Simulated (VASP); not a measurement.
# TaN (F-43m) in VASP: further runs, part 2 of 2

VASP 6.6.1.

**4. Single point, r2SCAN+U, collinear spin, zero start**

Input file POSCAR:

```
TaN
1.0
    0.0000000000      2.4911437700      2.4911437700
    2.4911437700      0.0000000000      2.4911437700
    2.4911437700      2.4911437700      0.0000000000
Ta N
1 1
Direct
    0.0000000000      0.0000000000      0.0000000000
    0.2500000000      0.2500000000      0.2500000000
```

Input file INCAR.step1:

```
PREC = Accurate
ENCUT = 660
ISMEAR = 0
SIGMA = 0.05
LREAL = F
LASPH = T
NELM = 200
ISPIN = 2
MAGMOM = 0 0
LMAXMIX = 4
LDAU = T
LDAUTYPE = 1
LDAUL = 2 -1
LDAUU = 4 0
LDAUJ = 0.9 0
NBANDS = 20
GGA = PE
ALGO = Normal
EDIFF = 1E-5
LWAVE = T
LCHARG = F
GGA_COMPAT = F
```

Input file INCAR.step2:

```
PREC = Accurate
ENCUT = 660
EDIFF = 1E-6
ISMEAR = 0
SIGMA = 0.05
LREAL = F
LASPH = T
NELM = 200
ALGO = Normal
ISIF = 2
LWAVE = F
LCHARG = F
ISPIN = 2
MAGMOM = 0 0
LORBIT = 11
LMAXMIX = 4
LDAU = T
LDAUTYPE = 1
LDAUL = 2 -1
LDAUU = 4 0
LDAUJ = 0.9 0
LDAUPRINT = 1
METAGGA = R2SCAN
LMIXTAU = T
NBANDS = 20
ISTART = 1
GGA_COMPAT = F
```

Input file KPOINTS:

```
Automatic mesh
0
Gamma
  7 7 7
```

Potentials or basis: VASP PAW PBE potentials, release 64 (Ta_sv_GW, N).

Launch:

```
$ cat potpaw_PBE.64/Ta_sv_GW/POTCAR potpaw_PBE.64/N/POTCAR > POTCAR
$ cp INCAR.step1 INCAR
$ mpirun -np 1 vasp_std > vasp.out
$ cp INCAR.step2 INCAR
$ mpirun -np 1 vasp_std > vasp.out
```

OUTCAR:

```text
PREC = Accurate
   ENCUT = 660
   EDIFF = 1E-6
   ISMEAR = 0
   LREAL = F
   LASPH = T
   NELM = 200
   ISIF = 2
   ISPIN = 2
   LORBIT = 11
   METAGGA = R2SCAN
   ISTART = 1

 ion  position               nearest neighbor table
   1  0.000  0.000  0.000-   2 2.16   2 2.16   2 2.16   2 2.16
   2  0.250  0.250  0.250-   1 2.16   1 2.16   1 2.16   1 2.16

  LATTYP: Found a face centered cubic cell.
 ALAT       =     4.9822875400

  Lattice vectors:

 A1 = (   0.0000000000,   2.4911437700,   2.4911437700)
 A2 = (   2.4911437700,   0.0000000000,   2.4911437700)
 A3 = (   2.4911437700,   2.4911437700,   0.0000000000)

Analysis of symmetry for initial positions (statically):
=====================================================================
 Subroutine PRICEL returns:
 Original cell was already a primitive cell.

 Routine SETGRP: Setting up the symmetry group for a
 face centered cubic supercell.

 Subroutine GETGRP returns: Found 24 space group operations
 (whereof 24 operations were pure point group operations)
 out of a pool of 48 trial point group operations.

The static configuration has the point symmetry T_d .

Analysis of symmetry for dynamics (positions and initial velocities):
=====================================================================
 Subroutine PRICEL returns:
 Original cell was already a primitive cell.

 Routine SETGRP: Setting up the symmetry group for a
 face centered cubic supercell.

 Subroutine GETGRP returns: Found 24 space group operations
 (whereof 24 operations were pure point group operations)
 out of a pool of 48 trial point group operations.

The dynamic configuration has the point symmetry T_d .

Analysis of structural, dynamic, and magnetic symmetry:
=====================================================================
 Subroutine PRICEL returns:
 Original cell was already a primitive cell.

 Routine SETGRP: Setting up the symmetry group for a
 face centered cubic supercell.

[... 183 lines left out ...]
  free energy    TOTEN  =       -58.94931601 eV

  energy without entropy =      -58.94680258  energy(sigma->0) =      -58.94805930

 E-fermi :   9.0619     XC(G=0): -12.2806

 val. band max:        8.9188108194   @ k =  -0.2857   0.1429   0.0000
 cond. band min:       9.0808185754   @ k =  -0.2857   0.2857   0.0000
 fundamental gap:      0.1620077560
 Fermi energy:         9.0618624504

 spin component 1

 k-point     1 :       0.0000    0.0000    0.0000
  band No.  band energies     occupation
      1     -63.6558      1.00000
      2     -29.1918      1.00000
      3     -29.1918      1.00000
      4     -29.1918      1.00000
      5      -9.0396      1.00000
      6       2.3222      1.00000
[... 436 lines left out ...]
      6       2.0552      1.00000
[... 12 lines left out ...]
     19      27.1182      0.00000
     20      27.6458      0.00000
 Fermi energy:         9.0618624504

 spin component 2

 k-point     1 :       0.0000    0.0000    0.0000
  band No.  band energies     occupation
      1     -63.6557      1.00000
      2     -29.1916      1.00000
      3     -29.1916      1.00000
      4     -29.1916      1.00000
      5      -9.0396      1.00000
      6       2.3223      1.00000
[... 449 lines left out ...]
     19      27.1183      0.00000
     20      27.6460      0.00000

------------------------ aborting loop because EDIFF is reached ----------------------------------------

  FORCE on cell =-STRESS in cart. coord.  units (eV):
  Direction    XX          YY          ZZ          XY          YZ          ZX
  --------------------------------------------------------------------------------------
  -------------------------------------------------------------------------------------
  Total       -4.7831400     -4.7831400     -4.7831400     -0.0000000      0.0000000      0.0000000
  in kB     -247.8547838   -247.8547838   -247.8547838     -0.0000000      0.0000000      0.0000000
  external PRESSURE =    -247.8547838 kB  Pullay stress =       0.0000000 kB

 VOLUME and BASIS-vectors are now :
 -----------------------------------------------------------------------------
  energy-cutoff  :      660.00
  volume of cell :       30.92
      direct lattice vectors                 reciprocal lattice vectors
     0.000000000  2.491143770  2.491143770    -0.200711017  0.200711017  0.200711017
     2.491143770  0.000000000  2.491143770     0.200711017 -0.200711017  0.200711017
     2.491143770  2.491143770  0.000000000     0.200711017  0.200711017 -0.200711017

 POSITION                                       TOTAL-FORCE (eV/Angst)
 -----------------------------------------------------------------------------------
      0.00000      0.00000      0.00000         0.000000      0.000000      0.000000
      1.24557      1.24557      1.24557        -0.000000     -0.000000     -0.000000
 -----------------------------------------------------------------------------------
    total drift:                               -0.000000     -0.000000     -0.000000

  FREE ENERGIE OF THE ION-ELECTRON SYSTEM (eV)
  ---------------------------------------------------
  free  energy   TOTEN  =       -58.9493160128 eV

  energy  without entropy=      -58.9468025786  energy(sigma->0) =      -58.94805930

 total charge

# of ion       s       p       d       f       tot
--------------------------------------------------
    1        2.649   6.051   1.967   0.075  10.742
    2        1.253   2.468   0.000   0.000   3.722
--------------------------------------------------
tot          3.902   8.519   1.967   0.075  14.464

 magnetization (x)

# of ion       s       p       d       f       tot
--------------------------------------------------
    1        0.000  -0.000   0.000   0.000   0.000
    2       -0.000  -0.000   0.000   0.000  -0.000
--------------------------------------------------
tot          0.000  -0.000   0.000   0.000   0.000
```

OUTCAR.step1:

```text
PREC = Accurate
   ENCUT = 660
   ISMEAR = 0
   LREAL = F
   LASPH = T
[... 1160 lines left out ...]
 -----------------------------------------------------------------------------------
      0.00000      0.00000      0.00000         0.000000     -0.000000      0.000000
      1.24557      1.24557      1.24557        -0.000000      0.000000     -0.000000
 -----------------------------------------------------------------------------------
    total drift:                                0.000000      0.000000      0.000000

  FREE ENERGIE OF THE ION-ELECTRON SYSTEM (eV)
  ---------------------------------------------------
  free  energy   TOTEN  =       -21.1236055845 eV

  energy  without entropy=      -21.1210692054  energy(sigma->0) =      -21.12233739
```

Wall time 4.7 min (1 thread of Intel Xeon Platinum 8259CL at 2.50GHz (Skylake/Cascade Lake), shared host); peak memory 0.22 GiB.

Results:

| Item | Value |
| --- | --- |
| Free energy | -58.9493 eV |
| Pressure | -24.8 GPa |
| Band gap on the k mesh | zero (filled and empty bands overlap) |
| Net moment | 0.00 μB per cell |
| Valence electrons inside the program's atomic spheres | Ta 10.74; N 3.72 |

Levels at points of the mesh, in eV from the Fermi level:
Spin up:
| k point | band 5 | band 6 | band 7 | band 8 | band 9 | band 10 | band 11 | band 12 | band 13 | band 14 |
| --- | --- | --- | --- | --- | --- | --- | --- | --- | --- | --- |
| (0.00, 0.00, 0.00) | -18.10 | -6.74 | -6.74 | -6.74 | -1.88 | 0.57 | 0.57 | 4.81 | 4.81 | 4.81 |
Spin down:
| k point | band 5 | band 6 | band 7 | band 8 | band 9 | band 10 | band 11 | band 12 | band 13 | band 14 |
| --- | --- | --- | --- | --- | --- | --- | --- | --- | --- | --- |
| (0.00, 0.00, 0.00) | -18.10 | -6.74 | -6.74 | -6.74 | -1.88 | 0.57 | 0.57 | 4.81 | 4.81 | 4.81 |

Eigenvalues of the final occupation matrices:
```tsv
site	spin	trace	eigenvalues
site 1 d	1	1.00	0.14 0.14 0.24 0.24 0.24
site 1 d	2	1.00	0.14 0.14 0.24 0.24 0.24
```

Caveat: the PAW data sets were made with another functional, which shifts forces and pressure a little; spin-orbit coupling is left out, which moves the levels of the heavy elements.

**5. The runs side by side**

| potentials or basis | spin | cutoff (eV) | second run | gap on the mesh (eV) | pressure (GPa) | moment (μB) |
| --- | --- | --- | --- | --- | --- | --- |
| VASP PAW PBE potentials, release 64 (Ta_pv, N) | collinear, ferromagnetic start | 520 | - | none | -24.2 | 0.06 |
| VASP PAW PBE potentials, release 64 (Ta_pv, N) | collinear, zero start | 520 | - | none | -24.2 | 0.00 |
| VASP PAW PBE potentials, release 64 (Ta_sv_GW, N) | collinear, zero start | 660 | valence_matched | none | -24.8 | 0.00 |

Alike in all rows: task single point; level r2SCAN+U; Ta d U = 4.0 eV, J = 0.9 eV; cell as given; k mesh 7 × 7 × 7; smearing gaussian 0.05 eV.

Caveats: the PAW data sets were made with another functional, which shifts forces and pressure a little; spin-orbit coupling is left out, which moves the levels of the heavy elements.

Total energies depend on the potentials used, so only differences within one code and one set of settings carry meaning.
